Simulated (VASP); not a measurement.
# SiSe2 (Ibam) in VASP: electric field gradients with PBE

Aim: the electric field gradients of SiSe2 with PBE.

Everything below comes from runs of VASP 6.6.1. Logs are shortened: lines on timing, memory, paths and dates and some standing lists are left out, and cuts for length are marked.

## (1) The cell of the first run

It takes space group Ibam (No. 72, orthorhombic). Conventional cell: a = 5.760 Å, b = 6.030 Å, c = 9.760 Å, α = 90.00°, β = 90.00°, γ = 90.00°. Within 3.7 Å of Si (site symmetry 222) lie 4 Se at 2.80 Å. Within 3.6 Å of Se (site symmetry m) lie 5 Se at 2.75 to 3.27 Å and 2 Si at 2.80 Å.

## (2) Electric field gradients, PBE

INCAR reads:

```
ALGO     = Normal         # electronic algorithm
EDIFF    = 1E-8           # SCF threshold, eV
ENCUT    = 400            # plane-wave cutoff, eV
GGA      = PE             # functional
GGA_COMPAT= F            
ISIF     = 2              # what is computed and relaxed
ISMEAR   = -1             # smearing method
ISYM     = 0            
LASPH    = T              # aspherical terms in the spheres
LCHARG   = F              # write CHGCAR
LEFG     = T            
LREAL    = F              # projectors in reciprocal space
LWAVE    = F              # write WAVECAR
NBANDS   = 25             # bands
NELM     = 120            # most SCF steps
PREC     = Accurate       # precision mode
SIGMA    = 0.02           # smearing width, eV
```

KPOINTS reads:

```
k-points
0
Gamma
  5 5 6
```

POSCAR reads:

```
SiSe2
1.0
   -2.8800000000      3.0150000000      4.8800000000
    2.8800000000     -3.0150000000      4.8800000000
    2.8800000000      3.0150000000     -4.8800000000
Si Se
2 4
Direct
    0.2500000000      0.2500000000      0.0000000000
    0.7500000000      0.7500000000      0.0000000000
    0.1210000000      0.7980000000      0.9190000000
    0.8790000000      0.2020000000      0.0810000000
    0.6210000000      0.7020000000      0.3230000000
    0.3790000000      0.2980000000      0.6770000000
```

Potentials or basis: VASP PAW PBE potentials, release 64 (Si, Se).

Launch:

```
cat potpaw_PBE.64/Si/POTCAR potpaw_PBE.64/Se/POTCAR > POTCAR
mpirun -np 1 vasp_std > vasp.out
```

OUTCAR:

```text
EDIFF = 1E-8
   ENCUT = 400
   GGA = PE
   ISIF = 2
   ISMEAR = -1
   ISYM = 0
   LASPH = T
   LREAL = F
   NELM = 120
   PREC = Accurate

 ion  position               nearest neighbor table
   1  0.250  0.250  0.000-   3 2.80   5 2.80   6 2.80   4 2.80
   2  0.750  0.750  0.000-   4 2.80   5 2.80   6 2.80   3 2.80
   3  0.121  0.798  0.919-   4 2.75   1 2.80   2 2.80
   4  0.879  0.202  0.081-   3 2.75   2 2.80   1 2.80
   5  0.621  0.702  0.323-   6 2.75   2 2.80   1 2.80
   6  0.379  0.298  0.677-   5 2.75   1 2.80   2 2.80

IMPORTANT INFORMATION: All symmetrisations will be switched off!
NOSYMM: (Re-)initialisation of all symmetry stuff for point group C_1.

----------------------------------------------------------------------------------------

                                     Primitive cell

  volume of cell :     169.4961

  direct lattice vectors                    reciprocal lattice vectors
    -2.880000000  3.015000000  4.880000000     0.000000000  0.165837479  0.102459016
     2.880000000 -3.015000000  4.880000000     0.173611111  0.000000000  0.102459016
     2.880000000  3.015000000 -4.880000000     0.173611111  0.165837479  0.000000000

  length of vectors
     6.418646664  6.418646664  6.418646664     0.194935681  0.201590347  0.240089332

  position of ions in fractional coordinates (direct lattice)
     0.250000000  0.250000000  0.000000000
     0.750000000  0.750000000  0.000000000
     0.121000000  0.798000000  0.919000000
     0.879000000  0.202000000  0.081000000
     0.621000000  0.702000000  0.323000000
     0.379000000  0.298000000  0.677000000

  ion indices of the primitive-cell ions
   primitive index   ion index
                 1           1
                 2           2
                 3           3
                 4           4
                 5           5
                 6           6

----------------------------------------------------------------------------------------

 KPOINTS: k-points

Automatic generation of k-mesh.
 Grid dimensions read from file:
[... 131 lines left out ...]
  free energy    TOTEN  =       -20.59858610 eV

  energy without entropy =      -20.59105669  energy(sigma->0) =      -20.59482139

 E-fermi :   2.9759     XC(G=0):  -8.5881

 val. band max:        2.9647823027   @ k =  -0.2000  -0.0000   0.3333
 cond. band min:       2.9760569796   @ k =  -0.4000   0.4000   0.1667
 fundamental gap:      0.0112746768
 Fermi energy:         2.9758757883

 k-point     1 :       0.0000    0.0000    0.0000
  band No.  band energies     occupation
      1     -11.7961      2.00000
      2      -9.8995      2.00000
      3      -9.4047      2.00000
      4      -8.9466      2.00000
      5      -4.3518      2.00000
      6      -3.4156      2.00000
[... 661 lines left out ...]
     24       6.7196      0.00000
     25       9.1340      0.00000

 [... further k-points ...]
[... 5 lines left out ...]
  --------------------------------------------------------------------------------------
  -------------------------------------------------------------------------------------
  Total       -2.6779864     -3.8300470     -4.9054039     -0.0277022     -0.0022239     -0.0150867
  in kB      -25.3139162    -36.2038763    -46.3687869     -0.2618579     -0.0210216     -0.1426082
  external PRESSURE =     -35.9621931 kB  Pullay stress =       0.0000000 kB

 VOLUME and BASIS-vectors are now :
 -----------------------------------------------------------------------------
  energy-cutoff  :      400.00
  volume of cell :      169.50
      direct lattice vectors                 reciprocal lattice vectors
    -2.880000000  3.015000000  4.880000000     0.000000000  0.165837479  0.102459016
     2.880000000 -3.015000000  4.880000000     0.173611111  0.000000000  0.102459016
     2.880000000  3.015000000 -4.880000000     0.173611111  0.165837479  0.000000000

 POSITION                                       TOTAL-FORCE (eV/Angst)
 -----------------------------------------------------------------------------------
      0.00000      0.00000      2.44000         0.006914      0.004263      0.010758
      0.00000      0.00000      7.32000        -0.006914     -0.004263     -0.010758
      4.59648      0.72963      0.00000         0.575578     -0.084005      0.009408
     -1.71648      2.28537      4.88000        -0.575578      0.084005     -0.009408
      1.16352      0.72963      4.88000        -0.578064     -0.123316      0.024872
      1.71648      2.28537      0.00000         0.578064      0.123316     -0.024872
 -----------------------------------------------------------------------------------
    total drift:                               -0.000000     -0.000000      0.000000

  FREE ENERGIE OF THE ION-ELECTRON SYSTEM (eV)
  ---------------------------------------------------
  free  energy   TOTEN  =       -20.5985860992 eV

  energy  without entropy=      -20.5910566902  energy(sigma->0) =      -20.59482139

 Electric field gradients (V/A^2)
---------------------------------------------------------------------
 ion       V_xx      V_yy      V_zz      V_xy      V_xz      V_yz
---------------------------------------------------------------------
   1      -4.985    11.758    -6.773    -1.926     0.341     0.612
   2      -4.985    11.758    -6.773    -1.926     0.341     0.612
   3      35.435    79.674  -115.109  -181.302     0.822     1.208
   4      35.435    79.674  -115.109  -181.302     0.822     1.208
   5      37.945    76.640  -114.585   179.401     0.302    -0.003
   6      37.945    76.640  -114.585   179.401     0.302    -0.003
---------------------------------------------------------------------

 Electric field gradients after diagonalization (V/A^2)
 (convention: |V_zz| > |V_xx| > |V_yy|)
----------------------------------------------------------------------
 ion       V_xx      V_yy      V_zz     asymmetry (V_yy - V_xx)/ V_zz
----------------------------------------------------------------------
   1      -6.889    -5.105    11.994       0.149
   2      -6.889    -5.105    11.994       0.149
   3    -125.289  -114.912   240.201       0.043
   4    -125.289  -114.912   240.201       0.043
   5    -123.155  -114.579   237.734       0.036
   6    -123.155  -114.579   237.734       0.036
----------------------------------------------------------------------

           NMR quadrupolar parameters

 Cq : quadrupolar parameter    Cq=e*Q*V_zz/h
 eta: asymmetry parameters     (V_yy - V_xx)/ V_zz
 Q  : nuclear electric quadrupole moment in mb (millibarn)
----------------------------------------------------------------------
 ion       Cq(MHz)       eta       Q (mb)
----------------------------------------------------------------------
   1       0.029       0.149       1.000
   2       0.029       0.149       1.000
   3       0.581       0.043       1.000
   4       0.581       0.043       1.000
   5       0.575       0.036       1.000
   6       0.575       0.036       1.000
----------------------------------------------------------------------
```

stdout:

```text
POSCAR found type information on POSCAR SiSe
 POSCAR found :  2 types and       6 ions
 scaLAPACK will be used
 LDA part: xc-table for (Slater+PW92), standard interpolation
[... 24 lines left out ...]
 entering main loop
ion   1
     0.0000353     0.0971523    -0.0312559     1.1862578    -0.0174178     0.6065288
     0.0000487     0.0971523    -0.0312559     1.1862578    -0.0174178     0.6065288
     0.0000670     0.0971523    -0.0312559     1.1862578    -0.0174178     0.6065288
     0.0000923     0.0971523    -0.0312559     1.1862578    -0.0174178     0.6065288
[... 56 lines left out ...]
     0.0000499  -164.3292226     0.0042597    91.3676687    -0.2746049    17.8568289
     0.0000687  -164.3252100     0.0042591    91.3654245    -0.2745988    17.8563823
     0.0000946  -164.3187040     0.0042582    91.3617824    -0.2745891    17.8556567
     0.0001302  -164.3082074     0.0042567    91.3559010    -0.2745735    17.8544835
```

Run time: 3.8 min. Hardware: 1 thread of Intel Xeon Platinum 8488C (Sapphire Rapids), shared host; peak memory 0.35 GiB.

What came out:

| Property | Result |
| --- | --- |
| Free energy | -20.5986 eV |
| Pressure | -3.6 GPa |
| Largest force | 0.592 eV/Å |
| Band gap on the k mesh | zero (band 16 reaches 4.12 eV, above the bottom of band 17 at 2.76 eV) |

Forces on the atoms (eV/Å):
```
Si   0.007  0.004  0.011
Si  -0.007 -0.004 -0.011
Se   0.576 -0.084  0.009
Se  -0.576  0.084 -0.009
Se  -0.578 -0.123  0.025
Se   0.578  0.123 -0.025
```

Electric field gradients, principal values (V/Å²):
```csv
atom,least,middle,greatest (by size)
1 Si,-5.105,-6.889,11.994
2 Si,-5.105,-6.889,11.994
3 Se,-114.912,-125.289,240.201
4 Se,-114.912,-125.289,240.201
5 Se,-114.579,-123.155,237.734
6 Se,-114.579,-123.155,237.734
```

Caveat: without QUAD_EFG the Cq values of the log hold for a quadrupole moment of 1 mb, not for the nuclei.
